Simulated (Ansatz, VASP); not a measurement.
## Tl in VASP and in Ansatz

The input POSCAR:

```
Tl
1.0
    0.0000000000      2.5581866710      2.5581866710
    2.5581866710      0.0000000000      2.5581866710
    2.5581866710      2.5581866710      0.0000000000
Tl
1
Direct
    0.0000000000      0.0000000000      0.0000000000
```

INCAR.step1

```
PREC = Accurate ; ENCUT = 520
ISMEAR = -1 ; SIGMA = 0.1
LREAL = False ; LASPH = True
NELM = 100 ; NBANDS = 12
GGA = PE ; ALGO = Normal
EDIFF = 1E-4 ; LWAVE = True
LCHARG = False
```

File INCAR.step2:

```
PREC = Accurate ; ENCUT = 520
EDIFF = 1E-6 ; ISMEAR = -1
SIGMA = 0.1 ; LREAL = False
LASPH = True ; NELM = 100
ALGO = Normal ; ISIF = 2
LWAVE = False ; LCHARG = True
METAGGA = R2SCAN ; LMIXTAU = True
LELF = True ; LVHAR = True
NBANDS = 12 ; ISTART = 1
```

The input KPOINTS:

```
Automatic mesh
0
Gamma
  12 12 12
```

Input for Ansatz:

```yaml
crystal:
  lattice:
    - [0.0, 2.558186671, 2.558186671]
    - [2.558186671, 0.0, 2.558186671]
    - [2.558186671, 2.558186671, 0.0]
  atoms:
    - { symbol: Tl, position: [0.0, 0.0, 0.0] }
hamiltonian:
  xc: r2scan
  pseudopotentials:
    kind: paw
    azcp:
      Tl: "pseudopotentials/Tl.paw.azcp"
basis:
  ecutwfc: 500
  fft_grid_basis: typed
kpoints:
  mp_grid: { grid: [12, 12, 12], shift: [0, 0, 0] }
magnetization:
  spin_polarized: false
scf:
  occupations: { method: fermi_dirac, width: 0.1 }
  lower_state_search: "off"
output:
  stress: true
```

Alike in both runs: task single point; functional r2SCAN; k mesh 12 × 12 × 12; occupations fermi-dirac, width 0.1 eV; no spin polarisation.

|  | VASP | Ansatz |
| --- | --- | --- |
| version | VASP 6.6.1 | Ansatz 0.2.0 |
| potentials or method | VASP PAW PBE potentials, release 64 (Tl_d), cutoff 520 eV | plane waves (500 eV) with PAW, scalar-relativistic |
| valence electrons in the cell | 13 | 13 |

|  | VASP | Ansatz | Ansatz less VASP |
| --- | --- | --- | --- |
| pressure (GPa) | -2.7 | -2.7 | +0.05 |

VASP's potentials were made for PBE, not for r2SCAN.

Spin-orbit coupling is off throughout.
